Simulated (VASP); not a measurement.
A run of VASP 6.6.1 is set up as follows.

File INCAR:

```
SYSTEM = SiC
PREC = Accurate
ENCUT = 520
EDIFF = 1E-7
ISMEAR = 0
SIGMA = 0.02
LREAL = .False.
LASPH = .True.
NELM = 120
ALGO = Normal
ISIF = 2
LWAVE = .False.
LCHARG = .False.
GGA = PS
IBRION = 2
NSW = 60
EDIFFG = -0.002
GGA_COMPAT = .False.
NELMIN = 4
```

Contents of KPOINTS:

```
Automatic mesh
0
Gamma
  10 10 10
  0 0 0
```

Contents of POSCAR:

```
SiC
1.0
   -0.0136153602      2.1702884215      2.1839037817
    2.1702884215     -0.0136153602      2.1839037817
    2.1566730613      2.1566730613      0.0000000000
Si C
1 1
Direct
    0.0000000000      0.0000000000      0.0000000000
    0.2500000000      0.2500000000      0.2500000000
```

Potentials or basis: VASP PAW PBE potentials, release 64 (Si, C).

Run with:

```console
$ cat potpaw_PBE.64/Si/POTCAR potpaw_PBE.64/C/POTCAR > POTCAR
$ mpirun -np 1 vasp_std > vasp.out
```

**Question.** Estimate the energy gained by relaxing.

**Answer.** 0.2 meV/atom.

**Question.** Estimate the band gap on the k mesh.

**Answer.** 1.13 eV (least direct gap 4.32 eV).

Stress tensor (GPa, compression positive):
```
2.03 3.11 0.00
3.11 2.03 0.00
0.00 0.00 0.39
```

Caveat: the cell differs from its parent crystal (strained cell); the PAW data sets were made with another functional, which shifts forces and pressure a little. A k mesh can miss the band edges.
